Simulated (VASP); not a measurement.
Runs of VASP 6.6.1 on BPd4. The structure is that of space group Im-3m (No. 229), or close to it. The cells are those of the table. 

```tsv
task	cell	k mesh	cutoff (eV)	gap on the mesh (eV)	pressure (GPa)	relaxed volume (Å³/atom)
single point	a = 4.593 Å, angles 109.5°, 5 atoms	6 × 6 × 6	520	none	(a)	-
relaxation of cell and atoms	relaxed from a = 4.401 Å, angles 109.5°, 5 atoms	6 × 6 × 6	600	none	-0.2	14.89
single point	a = 4.593 Å, angles 109.5°, 5 atoms	10 × 10 × 10	520	none	-0.2	-
single point	a = 4.401 Å, angles 109.5°, 5 atoms	6 × 6 × 6	520	none	27.8	-
relaxation of cell and atoms	relaxed from a = 4.593 Å, angles 109.5°, 5 atoms	10 × 10 × 10	600	none	0.0	14.89
```

Alike in all rows: level PBE; potentials or basis VASP PAW PBE potentials, release 64 (B, Pd); no spin polarisation; smearing gaussian 0.1 eV.

Question: Estimate the missing entries.

Answer: (a) -0.4.

A k mesh can miss the band edges, and the runs leave out spin-orbit coupling on Pd.

A gap of «none» marks levels without a gap at the run's occupations.
